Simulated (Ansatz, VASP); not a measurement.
Two plane-wave programs on BaTiO3

```
Ba Ti O
1.0
     3.97237    0.00000    0.00000
     0.00000    3.97237    0.00000
     0.00000    0.00000    4.11223
Ba Ti O
1 1 3
Direct
  0.00000 0.00000 0.99564
  0.50000 0.50000 0.47753
  0.50000 0.50000 0.03454
  0.50000 0.00000 0.51764
  0.00000 0.50000 0.51764
```

Alike in both runs: task single point; functional r2SCAN; k mesh 6 × 6 × 6; no spin polarisation.

|  | VASP | Ansatz |
| --- | --- | --- |
| version | VASP 6.6.1 | Ansatz 0.2.0 |
| potentials or method | VASP PAW PBE potentials, release 64 (Ba_sv, Ti_sv, O) | plane waves, PAW |
| plane-wave cutoff (eV) | 520 | 500 |
| occupations | gaussian, width 0.01 eV | fixed |
| valence electrons in the cell | 40 | 40 |

VASP gave:

* gap on the k mesh at the Fermi level (eV): 2.21
* pressure (GPa): 1.9
* traceless stress, the component that is largest in VASP (GPa): 0.12
* rms of the force components (eV/Å): 0.060

Question: What did Ansatz give for the same quantities?

Answer: gap on the k mesh at the Fermi level (eV): 2.23; pressure (GPa): 0.0; traceless stress, the component that is largest in VASP (GPa): 0.01; rms of the force components (eV/Å): 0.001.

VASP's potentials were made for PBE, not for r2SCAN. Atom by atom the forces differ by 0.060 eV/Å (rms over components).

Neither program's run includes spin-orbit coupling.
